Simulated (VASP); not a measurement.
# SiSbSe (P6_3mc) in VASP: further runs, part 2 of 2

VASP 6.6.1. Earlier steps stand in the parts before.

### Step 3. Relaxation of cell and atoms, PBE

This run uses another cell than the first one, of 23.51 Å³/atom, 1.019 times its volume.

Input file INCAR:

```
SYSTEM = SiSbSe
  ALGO = Normal
  EDIFF = 1E-6
  EDIFFG = -0.08
  ENCUT = 600
  GGA = PE
  IBRION = 2
  ISIF = 3
  ISMEAR = 0
  LASPH = .TRUE.
  LCHARG = .FALSE.
  LREAL = .FALSE.
  LWAVE = .FALSE.
  NELM = 100
  NSW = 36
  PREC = Accurate
  SIGMA = 0.2
```

Input file KPOINTS:

```
k-points
0
G
  4 4 2
  0 0 0
```

Input file POSCAR:

```
SiSbSe
1.0
    4.5996018000      0.0000000000      0.0000000000
   -2.2998009000      3.9833720100      0.0000000000
    0.0000000000      0.0000000000      7.6993727300
Si Sb Se
2 2 2
Direct
    0.6666666700      0.3333333300      0.9574978400
    0.3333333300      0.6666666700      0.4574978400
    0.6666666700      0.3333333300      0.5332658900
    0.3333333300      0.6666666700      0.0332658900
    0.0000000000      0.0000000000      0.7492352700
    0.0000000000      0.0000000000      0.2492352700
```

Potentials or basis: VASP PAW PBE potentials, release 64 (Si, Sb, Se).

The run is started by

```bash
$ cat potpaw_PBE.64/Si/POTCAR potpaw_PBE.64/Sb/POTCAR potpaw_PBE.64/Se/POTCAR > POTCAR
$ mpirun -np 1 vasp_std > vasp.out
```

OUTCAR:

```text
SYSTEM = SiSbSe
   EDIFF = 1E-6
   EDIFFG = -0.08
   ENCUT = 600
   GGA = PE
   IBRION = 2
   ISIF = 3
   ISMEAR = 0
   LASPH = .TRUE.
   LREAL = .FALSE.
   NELM = 100
   NSW = 36
   PREC = Accurate

 ion  position               nearest neighbor table
   1  0.667  0.333  0.957-   4 2.72   4 2.72   4 2.72   3 3.27
   2  0.333  0.667  0.457-   3 2.72   3 2.72   3 2.72   4 3.27
   3  0.667  0.333  0.533-   2 2.72   2 2.72   2 2.72   5 3.13   5 3.13   5 3.13   1 3.27
   4  0.333  0.667  0.033-   1 2.72   1 2.72   1 2.72   6 3.13   6 3.13   6 3.13   2 3.27
   5  0.000  0.000  0.749-   3 3.13   3 3.13   3 3.13
   6  0.000  0.000  0.249-   4 3.13   4 3.13   4 3.13

  LATTYP: Found a hexagonal cell.
 ALAT       =     4.5996018000
 C/A-ratio  =     1.6739215838

  Lattice vectors:

 A1 = (   4.5996018000,   0.0000000000,   0.0000000000)
 A2 = (  -2.2998009000,   3.9833720100,   0.0000000000)
 A3 = (   0.0000000000,   0.0000000000,   7.6993727300)

Analysis of symmetry for initial positions (statically):
=====================================================================
 Subroutine PRICEL returns:
 Original cell was already a primitive cell.

 Routine SETGRP: Setting up the symmetry group for a
 hexagonal supercell.

 Subroutine GETGRP returns: Found 12 space group operations
 (whereof  6 operations were pure point group operations)
[... 169 lines left out ...]
  external PRESSURE =     -11.0521432 kB  Pullay stress =       0.0000000 kB
[... 101 lines left out ...]
  FREE ENERGIE OF THE ION-ELECTRON SYSTEM (eV)
  ---------------------------------------------------
  free  energy   TOTEN  =       -24.1148377847 eV

  energy  without entropy=      -24.0170155986  energy(sigma->0) =      -24.06592669

 E-fermi :   6.9298     XC(G=0): -10.1579

 val. band max:        6.7580354408   @ k =   0.5000   0.0000   0.5000
 cond. band min:       7.0121853090   @ k =   0.2500   0.2500   0.0000
 fundamental gap:      0.2541498682
 Fermi energy:         6.9298274254

 k-point     1 :       0.0000    0.0000    0.0000
  band No.  band energies     occupation
      1      -7.4274      2.00000
      2      -6.1491      2.00000
      3      -3.5798      2.00000
      4      -2.1343      2.00000
      5       0.8952      2.00000
      6       3.2772      2.00000
[... 153 lines left out ...]
      6      -0.8026      2.00000
[... 11 lines left out ...]
     18       9.4885      0.00000
     19      10.2292      0.00000

[... ionic steps 4 to 14 ...]

--------------------------------------- Ionic step       15  -------------------------------------------

 number of electron      30.0000000 magnetization

------------------------ aborting loop because EDIFF is reached ----------------------------------------
[... 75 lines left out ...]
--------------------------------------- Ionic step       17  -------------------------------------------

 number of electron      30.0000000 magnetization

 Free energy of the ion-electron system (eV)
  ---------------------------------------------------
  ext. energy  EPLUGINS =         0.00000000
  ---------------------------------------------------
  free energy    TOTEN  =       -24.46400825 eV

  energy without entropy =      -24.40184930  energy(sigma->0) =      -24.43292877

 E-fermi :   6.4630     XC(G=0):  -9.9397

 val. band max:        6.4348935757   @ k =   0.2500   0.2500   0.0000
 cond. band min:       6.6378418348   @ k =   0.2500   0.2500   0.0000
 fundamental gap:      0.2029482592
 Fermi energy:         6.4629785432

 k-point     1 :       0.0000    0.0000    0.0000
  band No.  band energies     occupation
      1      -7.7530      2.00000
      2      -6.8022      2.00000
      3      -3.9453      2.00000
      4      -2.5218      2.00000
      5       0.5879      2.00000
      6       2.5911      2.00000
[... 198 lines left out ...]
  FREE ENERGIE OF THE ION-ELECTRON SYSTEM (eV)
  ---------------------------------------------------
  free  energy   TOTEN  =       -24.4640082484 eV

  energy  without entropy=      -24.4018492999  energy(sigma->0) =      -24.43292877

 reached required accuracy - stopping structural energy minimisation
```

CONTCAR:

```text
SiSbSe
   1.00000000000000
     4.5397669165305015    0.0000000000000000   -0.0000000000000000
    -2.2698834582652507    3.9315534807079944    0.0000000000000000
    -0.0000000000000000   -0.0000000000000000    7.7395962914068619
  Si              Sb              Se
     2     2     2
Direct
     0.6666666699999979    0.3333333300000021    0.9106725876801574
     0.3333333300000021    0.6666666699999979    0.4106725876801575
     0.6666666699999979    0.3333333300000021    0.5536436393971277
     0.3333333300000021    0.6666666699999979    0.0536436393971279
     1.0000000000000000    0.0000000000000000    0.7756827729227191
     0.0000000000000000    0.0000000000000000    0.2756827729227192

  0.00000000E+00  0.00000000E+00  0.00000000E+00
  0.00000000E+00  0.00000000E+00  0.00000000E+00
  0.00000000E+00  0.00000000E+00  0.00000000E+00
  0.00000000E+00  0.00000000E+00  0.00000000E+00
  0.00000000E+00  0.00000000E+00  0.00000000E+00
  0.00000000E+00  0.00000000E+00  0.00000000E+00
```

Wall time 3.8 min (1 thread of AMD EPYC 9R45 (Zen 5), shared host); peak memory 0.31 GiB.

Results:

- Free energy: -24.4640 eV
- Relaxed volume: 23.02 Å³/atom
- Relaxed cell: a = 4.540 Å, b = 4.540 Å, c = 7.740 Å, α = 90.00°, β = 90.00°, γ = 120.00°
- Space group after relaxing (to 0.05 Å): P6_3mc (No. 186)
- Energy gained by relaxing: 95.1 meV/atom
- Ionic steps: 17
- Pressure after relaxing: 0.2 GPa
- Largest force after relaxing: 0.064 eV/Å
- Band gap on the k mesh: zero (band 15 reaches 7.18 eV, above the bottom of band 16 at 4.98 eV)

Forces in eV/Å, atoms in the order of the input:
```
Si   0.000  0.000  0.037
Si   0.000  0.000  0.037
Sb   0.000  0.000 -0.064
Sb   0.000  0.000 -0.064
Se   0.000  0.000  0.027
Se   0.000  0.000  0.027
```

Step by step:
```tsv
step	energy change (eV)	largest force (eV/Å)	pressure (GPa)	volume (Å³)
1	0.0000	0.7363	-1.11	141.07
2	-0.1029	0.7296	-0.08	137.78
3	-0.2215	0.6267	3.91	128.95
4	-0.2657	0.5737	3.67	129.25
5	-0.3415	0.2905	3.28	130.16
6	-0.3964	0.2722	2.01	132.45
7	-0.4570	0.3115	-0.77	138.33
8	-0.4574	0.3164	-0.98	138.84
9	-0.4812	0.3119	-0.82	138.69
10	-0.5268	0.2872	-0.25	138.20
11	-0.5045	0.1894	1.18	136.94
12	-0.5359	0.2497	0.25	137.76
13	-0.5487	0.1760	0.07	138.26
14	-0.5620	0.1218	-0.30	139.52
15	-0.5668	0.1150	0.12	138.49
16	-0.5677	0.1092	0.44	137.77
17	-0.5707	0.0638	0.22	138.14
```

Final structure:
```
Si Sb Se
1.0
     4.53977    0.00000    0.00000
    -2.26988    3.93155    0.00000
     0.00000    0.00000    7.73960
Si Sb Se
2 2 2
Direct
  0.66667 0.33333 0.91067
  0.33333 0.66667 0.41067
  0.66667 0.33333 0.55364
  0.33333 0.66667 0.05364
  0.00000 0.00000 0.77568
  0.00000 0.00000 0.27568
```

Caveat: the k points lie up to 0.41 Å⁻¹ apart in the final cell; spin-orbit coupling is left out, which moves the levels of the heavy elements; the relaxation stopped at a loose force limit of 0.08 eV/Å, so its end isn't a converged minimum.
